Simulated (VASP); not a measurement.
Write the native input for VASP 6.6.1 that does the following.

```yaml
Task: single point
Functional: PBE
Potentials_or_basis: VASP PAW PBE potentials, release 64 (As)
Cutoff: 500 eV
k_mesh: 8 × 8 × 10
Occupations: fermi-dirac, width 0.1 eV
Spin: no spin polarisation
Dipole_correction: no
Further_INCAR_settings: ALGO = Normal; EDIFF = 1e-06; NBANDS = 14
```

The structure of As lies in POSCAR:

```
As
1.0
    4.8616433604      0.0000000000      0.0000000000
   -2.4308216802      4.2103066543      0.0000000000
    0.0000000000      0.0000000000      2.8264633521
As
3
Direct
    0.0000000000      0.0000000000      0.0000000000
    0.3333333333      0.6666666667      0.5000000000
    0.6666666667      0.3333333333      0.5000000000
```

This isn't the form of As at room conditions, which is rhombohedral.

One way to write it, as run:

INCAR

```
PREC = Accurate ; ENCUT = 500
EDIFF = 1E-6 ; ISMEAR = -1
SIGMA = 0.1 ; LREAL = F
LASPH = T ; NELM = 120
ALGO = Normal ; ISIF = 2
LWAVE = F ; LCHARG = F
GGA = PE ; NBANDS = 14
GGA_COMPAT = F
```

KPOINTS

```
Automatic mesh
0
Gamma
  8 8 10
```

Potentials or basis: VASP PAW PBE potentials, release 64 (As).

Run with:

```console
$ cat potpaw_PBE.64/As/POTCAR > POTCAR
$ mpirun -np 1 vasp_std > vasp.out
```

Results of the run:

```json
{"Pressure": "0.1 GPa", "Band gap on the k mesh": "zero (an odd number of electrons rules out a gap without spin polarisation)"}
```

Run time: 13 s on 1 thread of Intel(R) Xeon(R) 6975P-C (Granite Rapids), with other jobs on the host, peak memory 0.18 GiB.
